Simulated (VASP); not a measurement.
Na, 2 atoms in the cell. It takes space group P6_3/mmc (No. 194, hexagonal). The conventional cell has a = 3.861 Å, b = 3.861 Å, c = 5.846 Å, α = 90.00°, β = 90.00°, γ = 120.00°. Na (site symmetry -6m2) has 12 Na at 3.68 to 3.86 Å within 4.8 Å.  This cell differs from its parent crystal: strain +0.025 along x and y, -0.050 along z.

| Property | Result |
| --- | --- |
| Program | VASP 6.6.1 |
| Task | single point |
| Functional | PBEsol |
| Potentials or basis | VASP PAW PBE potentials, release 64 (Na_pv) |
| Cutoff | 520 eV |
| k mesh | 12 × 12 × 8 |
| Occupations | gaussian, width 0.15 eV |
| Spin | no spin polarisation |
| Dipole correction | no |
| Further INCAR settings | ALGO = Fast; EDIFF = 1e-07; NBANDS = 14 |

Potentials or basis: VASP PAW PBE potentials, release 64 (Na_pv).

Run with:

```sh
$ cat potpaw_PBE.64/Na_pv/POTCAR > POTCAR
$ mpirun -np 1 vasp_std > vasp.out
```

Hardware: 1 thread of Intel(R) Xeon(R) 6975P-C (Granite Rapids), with other jobs on the host.

Question: How long does it take, and how much memory?

Answer: Run time: 61 s on 1 thread of Intel(R) Xeon(R) 6975P-C (Granite Rapids) (shared host), peak memory 0.23 GiB. Counts: scf iterations 17, k points 95.
